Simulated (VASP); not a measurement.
Runs of VASP 6.6.1 on C. The structure is that of space group Fd-3m (No. 227), or close to it. The cells are those of the table. 

| task | cell | cutoff (eV) | smearing | gap on the mesh (eV) | pressure (GPa) |
| --- | --- | --- | --- | --- | --- |
| relaxation of the atoms | atoms relaxed from a = 2.516 Å, angles 59.3°, 2 atoms | 520 | gaussian 0.02 eV | 4.18 | 14.0 |
| single point | a = 2.517 Å, angles 59.2°, 2 atoms | 600 | gaussian 0.02 eV | 4.18 | 13.0 |
| single point | a = 2.516 Å, angles 59.3°, 2 atoms | 600 | gaussian 0.01 eV | 4.18 | 13.2 |
| relaxation of the atoms | atoms relaxed from a = 2.478 Å, angles 60.3°, 2 atoms | 520 | gaussian 0.02 eV | (a) | 25.4 |

Alike in all rows: level PBE; potentials or basis VASP PAW PBE potentials, release 64 (C); no spin polarisation; k mesh 9 × 9 × 9.

**Question.** Fill in the values left out.

**Answer.** (a) 4.24.

Caveats: an odd mesh through Γ misses points on the zone boundary, where band edges can lie; the cell stands under pressure (at least some runs).
